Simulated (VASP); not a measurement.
Input of a VASP 6.6.1 run:

File POSCAR:

```
ZnS
1.0
    3.8472154902      0.0000000000      0.0000000000
   -1.9236077451      3.3317863483      0.0000000000
    0.0000000000      0.0000000000     18.8735160511
Zn S
6 6
Direct
    0.0000000000      0.0000000000      0.0000303300
    0.0000000000      0.0000000000      0.5000303300
    0.3333333333      0.6666666667      0.1668077931
    0.6666666667      0.3333333333      0.6668077931
    0.6666666667      0.3333333333      0.3332640908
    0.3333333333      0.6666666667      0.8332640908
    0.0000000000      0.0000000000      0.1251143124
    0.0000000000      0.0000000000      0.6251143124
    0.3333333333      0.6666666667      0.2916509311
    0.6666666667      0.3333333333      0.7916509311
    0.6666666667      0.3333333333      0.4581325425
    0.3333333333      0.6666666667      0.9581325425
```

File INCAR.step1:

```
SYSTEM = ZnS
PREC = Accurate
ENCUT = 520
ISMEAR = 0
SIGMA = 0.02
LREAL = .FALSE.
LASPH = .TRUE.
NELM = 60
NBANDS = 66
GGA = PE
ALGO = Normal
EDIFF = 1E-4
LWAVE = .TRUE.
LCHARG = .FALSE.
```

The input INCAR.step2:

```
SYSTEM = ZnS
PREC = Accurate
ENCUT = 520
EDIFF = 1E-6
ISMEAR = 0
SIGMA = 0.02
LREAL = .FALSE.
LASPH = .TRUE.
NELM = 60
ALGO = Normal
ISIF = 2
LWAVE = .FALSE.
LCHARG = .TRUE.
METAGGA = R2SCAN
LMIXTAU = .TRUE.
LELF = .TRUE.
LVHAR = .TRUE.
NBANDS = 66
ISTART = 1
```

File KPOINTS:

```
Automatic mesh
0
G
  6 6 2
  0 0 0
```

Potentials or basis: VASP PAW PBE potentials, release 64 (Zn, S).

Launch:

```console
$ cat potpaw_PBE.64/Zn/POTCAR potpaw_PBE.64/S/POTCAR > POTCAR
$ cp INCAR.step1 INCAR
$ mpirun -np 1 vasp_std > vasp.out
$ cp INCAR.step2 INCAR
$ mpirun -np 1 vasp_std > vasp.out
```

(1) Predict the largest force.

(2) Estimate the pressure.

(3) What does it give for the band gap on the k mesh?

## Answers

(1) 0.012 eV/Å.

(2) -2.1 GPa.

(3) 2.60 eV.

Caveat: the PAW data sets were made with another functional, which shifts forces and pressure a little.
